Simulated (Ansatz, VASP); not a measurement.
One calculation of Be3ReH, two programs

The input INCAR:

```
ALGO = Normal ; EDIFF = 1E-6
EDIFFG = -0.04 ; ENCUT = 600
GGA = PE ; IBRION = 2
ISIF = 3 ; ISMEAR = 0
LASPH = T ; LCHARG = F
LREAL = F ; LWAVE = F
NELM = 60 ; NSW = 90
PREC = Accurate ; SIGMA = 0.1
```

The input KPOINTS:

```
k-points
0
Gamma
  8 6 2
```

File POSCAR:

```
Be3ReH
1.0
    2.4809040277      0.0000000000      0.0000000000
    0.0000000000      3.1340329622      0.0000000000
    0.0000000000      0.0000000000     11.6697136563
Be Re H
6 2 2
Direct
    0.5000000000      0.5000000000      0.5000000000
    0.5000000000      0.0000000000      0.0000000000
    0.0000000000      0.0000000000      0.5973854003
    0.0000000000      0.5000000000      0.0922555801
    0.0000000000      0.0000000000      0.4026145997
    0.0000000000      0.5000000000      0.9077444199
    0.5000000000      0.5000000000      0.7246317571
    0.5000000000      0.5000000000      0.2753682429
    0.5000000000      0.0000000000      0.8033132048
    0.5000000000      0.0000000000      0.1966867952
```

Input for Ansatz:

```yaml
crystal:
  lattice:
    - [2.4809040277, 0.0, 0.0]
    - [0.0, 3.1340329622, 0.0]
    - [0.0, 0.0, 11.6697136563]
  atoms:
    - { symbol: Be, position: [0.5, 0.5, 0.5] }
    - { symbol: Be, position: [0.5, 0.0, 0.0] }
    - { symbol: Be, position: [0.0, 0.0, 0.5973854003] }
    - { symbol: Be, position: [0.0, 0.5, 0.0922555801] }
    - { symbol: Be, position: [0.0, 0.0, 0.4026145997] }
    - { symbol: Be, position: [0.0, 0.5, 0.9077444199] }
    - { symbol: Re, position: [0.5, 0.5, 0.7246317571] }
    - { symbol: Re, position: [0.5, 0.5, 0.2753682429] }
    - { symbol: H, position: [0.5, 0.0, 0.8033132048] }
    - { symbol: H, position: [0.5, 0.0, 0.1966867952] }
basis:
  ecutwfc: 420
kpoints:
  mp_grid: { grid: [8, 6, 2] }
hamiltonian:
  xc: pbe
scf:
  occupations: { method: gaussian, width: 0.1 }
  lower_state_search: "off"
output:
  forces: true
  stress: true
  eigenvalues: true
relax:
  adjacent_minimum: "off"
  f_tol: 0.04
  max_steps: 70
  cell: { stress_tol: 0.4 }
```

Change from the starting cell: the structure that the rattled cell fell into.

Alike in both runs: task relaxation of cell and atoms; functional PBE; k mesh 8 × 6 × 2; occupations gaussian, width 0.1 eV; no spin polarisation.

|  | VASP | Ansatz |
| --- | --- | --- |
| version | VASP 6.6.1 | Ansatz 0.2.0 |
| potentials or method | VASP PAW PBE potentials, release 64 (Be, Re, H), cutoff 600 eV | scalar-relativistic, plane waves, PAW |
| valence electrons in the cell | 28 | 44 |

```tsv
	VASP	Ansatz	Ansatz less VASP
gap on the k mesh at the Fermi level, each at its own relaxed structure (eV)	none	none	-
relaxed volume (Å³/atom)	9.07	9.07	0.000
relaxed length of the cell vector where the two differ most in proportion (Å)	11.670	11.679	+0.0096
```

A gap of «none» marks a metal or a gap that the smearing closes. VASP's potentials hold 28 valence electrons a cell and Ansatz's 44, so a difference there can come from the potentials and not from the codes.

Neither program's run includes spin-orbit coupling. Noted on VASP's run: the relaxation stopped at its first step, so nothing moved.
